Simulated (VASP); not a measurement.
# SnSe (Fm-3m) in VASP: notebook, part 2 of 2

VASP 6.6.1. The steps go on from the part before.

### 3 Single point, r2SCAN

Input file POSCAR:

```
SnSe
1.0
    0.0000000000      2.9848893437      2.9848893437
    2.9848893437      0.0000000000      2.9848893437
    2.9848893437      2.9848893437      0.0000000000
Sn Se
1 1
Direct
    0.0000000000      0.0000000000      0.0000000000
    0.5000000000      0.5000000000      0.5000000000
```

Input file INCAR.step1:

```
  ALGO = Normal
  EDIFF = 1E-4
  ENCUT = 520
  GGA = PE
  ISMEAR = 0
  LASPH = T
  LCHARG = F
  LREAL = F
  LWAVE = T
  NBANDS = 17
  NELM = 60
  PREC = Accurate
  SIGMA = 0.01
```

Input file INCAR.step2:

```
  ALGO = Normal
  EDIFF = 1E-6
  ENCUT = 520
  ISIF = 2
  ISMEAR = 0
  ISTART = 1
  LASPH = T
  LCHARG = F
  LMIXTAU = T
  LREAL = F
  LWAVE = F
  METAGGA = R2SCAN
  NBANDS = 17
  NELM = 60
  PREC = Accurate
  SIGMA = 0.01
```

Input file KPOINTS:

```
k-points
0
Gamma
  6 6 6
```

Potentials or basis: VASP PAW PBE potentials, release 64 (Sn_d, Se).

Started as:

```bash
> cat potpaw_PBE.64/Sn_d/POTCAR potpaw_PBE.64/Se/POTCAR > POTCAR
> cp INCAR.step1 INCAR
> mpirun -np 1 vasp_std > vasp.out
> cp INCAR.step2 INCAR
> mpirun -np 1 vasp_std > vasp.out
```

OUTCAR:

```text
EDIFF = 1E-6
   ENCUT = 520
   ISIF = 2
   ISMEAR = 0
   ISTART = 1
   LASPH = T
   LREAL = F
   METAGGA = R2SCAN
   NELM = 60
   PREC = Accurate

 ion  position               nearest neighbor table
   1  0.000  0.000  0.000-   2 2.98   2 2.98   2 2.98   2 2.98   2 2.98   2 2.98
   2  0.500  0.500  0.500-   1 2.98   1 2.98   1 2.98   1 2.98   1 2.98   1 2.98

  LATTYP: Found a face centered cubic cell.
 ALAT       =     5.9697786874

  Lattice vectors:

[... 496 lines left out ...]
------------------------ aborting loop because EDIFF is reached ----------------------------------------

  FORCE on cell =-STRESS in cart. coord.  units (eV):
  Direction    XX          YY          ZZ          XY          YZ          ZX
  --------------------------------------------------------------------------------------
  -------------------------------------------------------------------------------------
  Total        0.3147244      0.3147244      0.3147244     -0.0000000     -0.0000000     -0.0000000
  in kB        9.4803932      9.4803932      9.4803932     -0.0000000     -0.0000000     -0.0000000
  external PRESSURE =       9.4803932 kB  Pullay stress =       0.0000000 kB

 VOLUME and BASIS-vectors are now :
 -----------------------------------------------------------------------------
  energy-cutoff  :      520.00
  volume of cell :       53.19
      direct lattice vectors                 reciprocal lattice vectors
     0.000000000  2.984889344  2.984889344    -0.167510397  0.167510397  0.167510397
     2.984889344  0.000000000  2.984889344     0.167510397 -0.167510397  0.167510397
     2.984889344  2.984889344  0.000000000     0.167510397  0.167510397 -0.167510397

 POSITION                                       TOTAL-FORCE (eV/Angst)
 -----------------------------------------------------------------------------------
      0.00000      0.00000      0.00000        -0.000000     -0.000000     -0.000000
      2.98489      2.98489      2.98489         0.000000      0.000000      0.000000
 -----------------------------------------------------------------------------------
    total drift:                                0.000000     -0.000000     -0.000000

  FREE ENERGIE OF THE ION-ELECTRON SYSTEM (eV)
  ---------------------------------------------------
  free  energy   TOTEN  =       -39.8886119143 eV

  energy  without entropy=      -39.8886119143  energy(sigma->0) =      -39.88861191
```

OUTCAR.step1:

```text
EDIFF = 1E-4
   ENCUT = 520
   GGA = PE
   ISMEAR = 0
   LASPH = T
[... 529 lines left out ...]
 -----------------------------------------------------------------------------------
      0.00000      0.00000      0.00000        -0.000000     -0.000000     -0.000000
      2.98489      2.98489      2.98489         0.000000      0.000000      0.000000
 -----------------------------------------------------------------------------------
    total drift:                                0.000000     -0.000000     -0.000000

  FREE ENERGIE OF THE ION-ELECTRON SYSTEM (eV)
  ---------------------------------------------------
  free  energy   TOTEN  =        -8.2244563504 eV

  energy  without entropy=       -8.2244563504  energy(sigma->0) =       -8.22445635
```

OSZICAR.step1:

```text
N       E                     dE             d eps       ncg     rms          rms(c)
DAV:   1     0.136083427045E+03    0.13608E+03   -0.97753E+03   545   0.146E+03
DAV:   2     0.532024250614E+01   -0.13076E+03   -0.12652E+03   560   0.354E+02
DAV:   3    -0.803939049548E+01   -0.13360E+02   -0.13253E+02   680   0.962E+01
DAV:   4    -0.837846584452E+01   -0.33908E+00   -0.33884E+00   667   0.163E+01
DAV:   5    -0.838776850090E+01   -0.93027E-02   -0.93023E-02   770   0.260E+00    0.325E+00
DAV:   6    -0.822423260802E+01    0.16354E+00   -0.39400E-01   781   0.373E+00    0.197E+00
DAV:   7    -0.822283145620E+01    0.14012E-02   -0.79934E-02   665   0.127E+00    0.932E-01
DAV:   8    -0.822458239517E+01   -0.17509E-02   -0.84266E-03   662   0.805E-01    0.102E-01
DAV:   9    -0.822441182564E+01    0.17057E-03   -0.15266E-03   767   0.322E-01    0.462E-02
DAV:  10    -0.822445635038E+01   -0.44525E-04   -0.17018E-04   620   0.766E-02
   1 F= -.82244564E+01 E0= -.82244564E+01  d E =-.965589E-12
```

Wall time 41 s (1 thread of Intel Xeon 6975P-C, shared host); peak memory 0.19 GiB.

Results:

- Free energy: -39.8886 eV
- Pressure: 0.9 GPa
- Band gap on the k mesh: 0.57 eV, direct

Levels at points of the mesh, in eV from the valence-band top:
| k point | band 8 | band 9 | band 10 | band 11 | band 12 | band 13 |
| --- | --- | --- | --- | --- | --- | --- |
| (0.00, 0.00, 0.00) | -2.71 | -2.71 | -2.71 | 4.47 | 4.47 | 4.47 |
| (0.50, 0.00, 0.00) | -2.44 | -2.44 | 0.00 | 0.57 | 1.13 | 1.13 |
| (0.50, 0.50, 0.00) | -6.12 | -4.22 | -4.22 | 3.04 | 5.62 | 5.62 |

Caveat: the PAW data sets were made with another functional, which shifts forces and pressure a little; spin-orbit coupling is left out, which moves the levels of the heavy elements.

### 4 Single point, r2SCAN

POSCAR is that of step 3.

Input file INCAR.step1:

```
SYSTEM = SnSe
ALGO = Normal
EDIFF = 1E-4
ENCUT = 520
GGA = PE
ISMEAR = 0
LASPH = .TRUE.
LCHARG = .FALSE.
LREAL = .FALSE.
LWAVE = .TRUE.
NBANDS = 17
NELM = 80
PREC = Accurate
SIGMA = 0.01
```

Input file INCAR.step2:

```
SYSTEM = SnSe
ALGO = Normal
EDIFF = 1E-6
ENCUT = 520
ISIF = 2
ISMEAR = 0
ISTART = 1
LASPH = .TRUE.
LCHARG = .FALSE.
LMIXTAU = .TRUE.
LREAL = .FALSE.
LWAVE = .FALSE.
METAGGA = R2SCAN
NBANDS = 17
NELM = 80
PREC = Accurate
SIGMA = 0.01
```

Input file KPOINTS:

```
k-points
0
G
  6 6 6
  0 0 0
```

Started as:

```bash
> cat potpaw_PBE.64/Sn_d/POTCAR potpaw_PBE.64/Se/POTCAR > POTCAR
> cp INCAR.step1 INCAR
> mpirun -np 1 vasp_std > vasp.out
> cp INCAR.step2 INCAR
> mpirun -np 1 vasp_std > vasp.out
```

It took 39 s on 1 thread of Intel Xeon 6975P-C, shared host; peak memory 0.18 GiB.

It converged, with:

```yaml
Free_energy: -39.8886 eV
Pressure: 0.9 GPa
Band_gap_on_the_k_mesh: 0.57 eV, direct
```

Levels at points of the mesh, in eV from the valence-band top:
```
           k point  band 7  band 8  band 9  band 10  band 11  band 12  band 13  band 14
(0.00, 0.00, 0.00)   -5.15   -2.71   -2.71    -2.71     4.47     4.47     4.47     6.02
(0.50, 0.00, 0.00)   -8.70   -2.44   -2.44     0.00     0.57     1.13     1.13     8.66
(0.50, 0.50, 0.00)   -6.34   -6.12   -4.22    -4.22     3.04     5.62     5.62     6.34
```

Caveat: the PAW data sets were made with another functional, which shifts forces and pressure a little; spin-orbit coupling is left out, which moves the levels of the heavy elements.

### 5 Single point, r2SCAN

POSCAR is that of step 4.

Input file INCAR.step1:

```
SYSTEM = SnSe
ALGO = Normal
EDIFF = 1E-4
ENCUT = 520
GGA = PE
ISMEAR = 0
LASPH = .True.
LCHARG = .False.
LREAL = .False.
LWAVE = .True.
NBANDS = 17
NELM = 80
PREC = Accurate
SIGMA = 0.01
```

Input file INCAR.step2:

```
SYSTEM = SnSe
ALGO = Normal
EDIFF = 1E-6
ENCUT = 520
ISIF = 2
ISMEAR = 0
ISTART = 1
LASPH = .True.
LCHARG = .False.
LMIXTAU = .True.
LREAL = .False.
LWAVE = .False.
METAGGA = R2SCAN
NBANDS = 17
NELM = 80
PREC = Accurate
SIGMA = 0.01
```

Input file KPOINTS:

```
k-points
0
Gamma
  8 8 8
  0 0 0
```

Potentials or basis: VASP PAW PBE potentials, release 64 (Sn_d, Se).

Started as:

```bash
> cat potpaw_PBE.64/Sn_d/POTCAR potpaw_PBE.64/Se/POTCAR > POTCAR
> cp INCAR.step1 INCAR
> mpirun -np 1 vasp_std > vasp.out
> cp INCAR.step2 INCAR
> mpirun -np 1 vasp_std > vasp.out
```

OUTCAR:

```text
SYSTEM = SnSe
   EDIFF = 1E-6
   ENCUT = 520
   ISIF = 2
   ISMEAR = 0
   ISTART = 1
   LASPH = .True.
   LREAL = .False.
   METAGGA = R2SCAN
   NELM = 80
   PREC = Accurate

 ion  position               nearest neighbor table
   1  0.000  0.000  0.000-   2 2.98   2 2.98   2 2.98   2 2.98   2 2.98   2 2.98
   2  0.500  0.500  0.500-   1 2.98   1 2.98   1 2.98   1 2.98   1 2.98   1 2.98

  LATTYP: Found a face centered cubic cell.
 ALAT       =     5.9697786874

  Lattice vectors:

 A1 = (   0.0000000000,   2.9848893437,   2.9848893437)
 A2 = (   2.9848893437,   0.0000000000,   2.9848893437)
 A3 = (   2.9848893437,   2.9848893437,   0.0000000000)

Analysis of symmetry for initial positions (statically):
=====================================================================
 Subroutine PRICEL returns:
 Original cell was already a primitive cell.

 Routine SETGRP: Setting up the symmetry group for a
 face centered cubic supercell.

 Subroutine GETGRP returns: Found 48 space group operations
 (whereof 48 operations were pure point group operations)
 out of a pool of 48 trial point group operations.

The static configuration has the point symmetry O_h .

Analysis of symmetry for dynamics (positions and initial velocities):
[... 154 lines left out ...]
  ---------------------------------------------------
  free energy    TOTEN  =       -39.87371945 eV

  energy without entropy =      -39.87371945  energy(sigma->0) =      -39.87371945

 E-fermi :   6.0237     XC(G=0): -10.3140

 val. band max:        5.9803026944   @ k =   0.5000   0.0000   0.0000
 cond. band min:       6.5530187737   @ k =   0.5000   0.0000   0.0000
 fundamental gap:      0.5727160793
 Fermi energy:         6.0237448942

 k-point     1 :       0.0000    0.0000    0.0000
  band No.  band energies     occupation
      1     -16.5512      2.00000
      2     -16.5512      2.00000
      3     -16.5476      2.00000
      4     -16.5475      2.00000
      5     -16.5475      2.00000
      6      -8.9134      2.00000
[... 457 lines left out ...]
      4     -16.5378      2.00000
      5     -16.5318      2.00000
      6      -7.7142      2.00000
[... 9 lines left out ...]
     16      17.2423      0.00000
     17      17.3050      0.00000

 [... further k-points ...]
[... 5 lines left out ...]
  --------------------------------------------------------------------------------------
  -------------------------------------------------------------------------------------
  Total        0.4244302      0.4244302      0.4244302      0.0000000      0.0000000      0.0000000
  in kB       12.7850416     12.7850416     12.7850416      0.0000000      0.0000000      0.0000000
  external PRESSURE =      12.7850416 kB  Pullay stress =       0.0000000 kB

 VOLUME and BASIS-vectors are now :
 -----------------------------------------------------------------------------
  energy-cutoff  :      520.00
  volume of cell :       53.19
      direct lattice vectors                 reciprocal lattice vectors
     0.000000000  2.984889344  2.984889344    -0.167510397  0.167510397  0.167510397
     2.984889344  0.000000000  2.984889344     0.167510397 -0.167510397  0.167510397
     2.984889344  2.984889344  0.000000000     0.167510397  0.167510397 -0.167510397

 POSITION                                       TOTAL-FORCE (eV/Angst)
 -----------------------------------------------------------------------------------
      0.00000      0.00000      0.00000         0.000000     -0.000000      0.000000
      2.98489      2.98489      2.98489         0.000000      0.000000     -0.000000
 -----------------------------------------------------------------------------------
    total drift:                                0.000000     -0.000000     -0.000000

  FREE ENERGIE OF THE ION-ELECTRON SYSTEM (eV)
  ---------------------------------------------------
  free  energy   TOTEN  =       -39.8737194515 eV

  energy  without entropy=      -39.8737194515  energy(sigma->0) =      -39.87371945
```

OUTCAR.step1:

```text
SYSTEM = SnSe
   EDIFF = 1E-4
   ENCUT = 520
   GGA = PE
   ISMEAR = 0
   LASPH = .True.
   LREAL = .False.
[... 700 lines left out ...]
      0.00000      0.00000      0.00000        -0.000000     -0.000000     -0.000000
      2.98489      2.98489      2.98489         0.000000      0.000000      0.000000
 -----------------------------------------------------------------------------------
    total drift:                                0.000000     -0.000000     -0.000000

  FREE ENERGIE OF THE ION-ELECTRON SYSTEM (eV)
  ---------------------------------------------------
  free  energy   TOTEN  =        -8.2050476960 eV

  energy  without entropy=       -8.2050476960  energy(sigma->0) =       -8.20504770
```

Wall time 58 s (1 thread of Intel Xeon 6975P-C, shared host); peak memory 0.2 GiB.

What came out:

* Free energy: -39.8737 eV
* Pressure: 1.3 GPa
* Band gap on the k mesh: 0.57 eV, direct

Levels at points of the mesh, in eV from the valence-band top:
```csv
k point,band 6,band 7,band 8,band 9,band 10,band 11,band 12,band 13,band 14,band 15
"(0.00, 0.00, 0.00)",-14.89,-5.15,-2.71,-2.71,-2.71,4.47,4.47,4.47,6.02,6.02
"(0.50, 0.00, 0.00)",-13.86,-8.70,-2.43,-2.43,0.00,0.57,1.13,1.13,8.66,10.53
"(0.50, 0.50, 0.00)",-13.54,-6.35,-6.12,-4.22,-4.22,3.04,5.62,5.62,6.34,10.70
```

Caveat: the PAW data sets were made with another functional, which shifts forces and pressure a little; spin-orbit coupling is left out, which moves the levels of the heavy elements.

### 6 Overview

```csv
level,k mesh,gap on the mesh (eV),pressure (GPa)
PBE,6 × 6 × 6,0.69,2.0
r2SCAN,6 × 6 × 6,0.57,0.9
r2SCAN,8 × 8 × 8,0.57,1.3
```

Alike in all rows: task single point; potentials or basis VASP PAW PBE potentials, release 64 (Sn_d, Se); no spin polarisation; cell as given; cutoff (eV) 520; smearing gaussian 0.01 eV.

On the cell as given the gap runs from 0.57 eV (r2SCAN) to 0.69 eV (PBE); the meshes differ, which moves gaps too. The pressure there spans 0.9 GPa (r2SCAN) to 2.0 GPa (PBE); a positive pressure means that this level wants a larger cell, a negative one a smaller.

Caveats: spin-orbit coupling is left out, which moves the levels of the heavy elements; the PAW data sets were made with another functional, which shifts forces and pressure a little (some runs).

Total energies depend on the potentials used, so only differences within one code and one set of settings carry meaning.
